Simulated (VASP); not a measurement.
Set up this calculation in VASP 6.6.1, as the native input.

```
Task                   : single point
Functional             : LDA
Potentials or basis    : VASP PAW LDA potentials, release 64 (Al, N)
Cutoff                 : 600 eV
k mesh                 : 15 × 15 × 15
Occupations            : fermi-dirac, width 0.1 eV
Spin                   : no spin polarisation
Dipole correction      : no
Further INCAR settings : ALGO = Normal; EDIFF = 1e-06; NBANDS = 11
```

The structure of AlN (rocksalt type) lies in POSCAR:

```
AlN
1.0
    0.0000000000      1.7282607509      1.7282607509
    1.7282607509      0.0000000000      1.7282607509
    1.7282607509      1.7282607509      0.0000000000
Al N
1 1
Direct
    0.0000000000      0.0000000000      0.0000000000
    0.5000000000      0.5000000000      0.5000000000
```

This cell differs from its parent crystal: volume scaled by 0.64.

These files were run (other wordings do the same):

INCAR

```
SYSTEM = AlN
PREC = Accurate ; ENCUT = 600
EDIFF = 1E-6 ; ISMEAR = -1
SIGMA = 0.1 ; LREAL = .False.
LASPH = .True. ; NELM = 120
ALGO = Normal ; ISIF = 2
LWAVE = .False. ; LCHARG = .False.
NBANDS = 11 ; GGA_COMPAT = .False.
```

KPOINTS

```
Automatic mesh
0
Gamma
  15 15 15
  0 0 0
```

Potentials or basis: VASP PAW LDA potentials, release 64 (Al, N).

Command:

```console
$ cat potpaw_LDA.64/Al/POTCAR potpaw_LDA.64/N/POTCAR > POTCAR
$ mpirun -np 1 vasp_std > vasp.out
```

Results of the run:

The pressure is 298.6 GPa. The band gap on the k mesh is 3.80 eV, indirect (least direct gap 7.99 eV).

Run time: 5 s on 1 thread of Intel(R) Xeon(R) 6975P-C (Granite Rapids), with other jobs on the host, peak memory 0.12 GiB.
